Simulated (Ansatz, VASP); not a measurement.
One calculation of SnSe, two programs

INCAR

```
  PREC = Accurate
  ENCUT = 520
  EDIFF = 1E-7
  ISMEAR = 0
  SIGMA = 0.03
  LREAL = F
  LASPH = T
  NELM = 60
  ALGO = Normal
  ISIF = 2
  LWAVE = F
  LCHARG = F
  GGA = PE
  IVDW = 12
  NBANDS = 28
```

Contents of KPOINTS:

```
Automatic mesh
0
Gamma
  8 8 6
```

File POSCAR:

```
SnSe
1.0
    4.4331000000      0.0000000000      0.0000000000
    0.0000000000      4.4331000000      0.0000000000
    0.0000000000      0.0000000000      5.9710971824
Sn Se
2 2
Direct
    0.5000000000      0.0000000000      0.2500887432
    0.0000000000      0.5000000000      0.7499112568
    0.5000000000      0.0000000000      0.7499352227
    0.0000000000      0.5000000000      0.2500647773
```

Input for Ansatz:

```yaml
crystal:
  lattice:
    - [4.4331, 0.0, 0.0]
    - [0.0, 4.4331, 0.0]
    - [0.0, 0.0, 5.9710971824]
  atoms:
    - { symbol: Sn, position: [0.5, 0.0, 0.2500887432] }
    - { symbol: Sn, position: [0.0, 0.5, 0.7499112568] }
    - { symbol: Se, position: [0.5, 0.0, 0.7499352227] }
    - { symbol: Se, position: [0.0, 0.5, 0.2500647773] }
basis:
  ecutwfc: 420
kpoints:
  mp_grid: { grid: [8, 8, 6] }
hamiltonian:
  xc: pbe
  dispersion: d3bj
scf:
  occupations: { method: gaussian, width: 0.03 }
output:
  forces: true
  stress: true
  eigenvalues: true
```

Alike in both runs: task single point; functional PBE; dispersion D3(BJ); k mesh 8 × 8 × 6; occupations gaussian, width 0.03 eV; no spin polarisation.

|  | VASP | Ansatz |
| --- | --- | --- |
| version | VASP 6.6.1 | Ansatz 0.2.0 |
| potentials or method | VASP PAW PBE potentials, release 64 (Sn_d, Se), cutoff 520 eV | scalar-relativistic, plane waves, PAW |
| valence electrons in the cell | 40 | 60 |

|  | VASP | Ansatz | Ansatz less VASP |
| --- | --- | --- | --- |
| gap on the k mesh at the Fermi level (eV) | 0.34 | 0.34 | -0.001 |
| least direct gap on the mesh (eV) | 0.34 | 0.34 | -0.001 |
| pressure (GPa) | -3.3 | -3.3 | +0.02 |
| traceless stress, the component that is largest in VASP (GPa) | 3.14 | 3.13 | -0.013 |

VASP's potentials hold 40 valence electrons a cell and Ansatz's 60, so a difference there can come from the potentials and not from the codes. Ansatz's warnings: dispersion switch in reach.
